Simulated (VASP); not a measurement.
Si, 4 atoms in the cell. Symmetry: P6_3/mmc, No. 194, hexagonal system. The conventional cell has a = 3.890 Å, b = 3.890 Å, c = 6.436 Å, α = 90.00°, β = 90.00°, γ = 120.00°. Within 3.2 Å of Si (site symmetry 3m) lie 4 Si at 2.39 to 2.41 Å.  This cell differs from its parent crystal: strain +1.5%.

```yaml
Program: VASP 6.6.1
Task: single point
Functional: PBE
Potentials_or_basis: VASP PAW PBE potentials, release 64 (Si)
Cutoff: 520 eV
k_mesh: 12 × 12 × 4
Occupations: fermi-dirac, width 0.02 eV
Spin: no spin polarisation
Dipole_correction: no
Further_INCAR_settings: ALGO = Normal; EDIFF = 1e-06; NBANDS = 16
```

Potentials or basis: VASP PAW PBE potentials, release 64 (Si).

Command:

```sh
$ cat potpaw_PBE.64/Si/POTCAR > POTCAR
$ mpirun -np 1 vasp_std > vasp.out
```

Hardware: 1 thread of Intel(R) Xeon(R) Platinum 8488C (Sapphire Rapids), on a shared host.

Task: How long does it take, and how much memory?

Result: Run time: 49 s on 1 thread of Intel(R) Xeon(R) Platinum 8488C (Sapphire Rapids), with other jobs on the host, peak memory 0.21 GiB. Counts: scf iterations 13, k points 57.
